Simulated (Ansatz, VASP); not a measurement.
# Sr in VASP and in Ansatz

The input POSCAR:

```
Sr
1.0
   -2.4977500000      2.4977500000      2.3886250000
    2.4977500000     -2.4977500000      2.3886250000
    2.4977500000      2.4977500000     -2.3886250000
Sr
1
Direct
    0.0000000000      0.0000000000      0.0000000000
```

The input INCAR.step1:

```
PREC = Accurate
ENCUT = 520
ISMEAR = 0
SIGMA = 0.15
LREAL = False
LASPH = True
NELM = 100
NBANDS = 11
GGA = PE
ALGO = Normal
EDIFF = 1E-4
LWAVE = True
LCHARG = False
```

File INCAR.step2:

```
PREC = Accurate
ENCUT = 520
EDIFF = 1E-6
ISMEAR = 0
SIGMA = 0.15
LREAL = False
LASPH = True
NELM = 100
ALGO = Normal
ISIF = 2
LWAVE = False
LCHARG = True
METAGGA = R2SCAN
LMIXTAU = True
LELF = True
LVHAR = True
NBANDS = 11
ISTART = 1
```

KPOINTS

```
Automatic mesh
0
Gamma
  14 14 14
```

Input for Ansatz:

```yaml
crystal:
  lattice:
    - [-2.49775, 2.49775, 2.388625]
    - [2.49775, -2.49775, 2.388625]
    - [2.49775, 2.49775, -2.388625]
  atoms:
    - { symbol: Sr, position: [0.0, 0.0, 0.0] }
basis:
  ecutwfc: 500
kpoints:
  mp_grid: { grid: [14, 14, 14] }
hamiltonian:
  xc: r2scan
scf:
  occupations: { method: gaussian, width: 0.15 }
output:
  forces: true
  stress: true
  eigenvalues: true
```

Change from the starting cell: strain +0.030 along x and y, -0.015 along z, atoms carried along.

Alike in both runs: task single point; functional r2SCAN; k mesh 14 × 14 × 14; occupations gaussian, width 0.15 eV; no spin polarisation.

```csv
,VASP,Ansatz
version,VASP 6.6.1,Ansatz 0.2.0
potentials or method,"VASP PAW PBE potentials, release 64 (Sr_sv), cutoff 520 eV","scalar-relativistic, plane waves, PAW"
valence electrons in the cell,10,10
```

|  | VASP | Ansatz | Ansatz less VASP |
| --- | --- | --- | --- |
| gap on the k mesh at the Fermi level (eV) | none | none | - |
| pressure (GPa) | -0.6 | -0.6 | -0.01 |

VASP's potentials were made for PBE, not for r2SCAN. A gap of «none» marks a metal or a gap that the smearing closes.
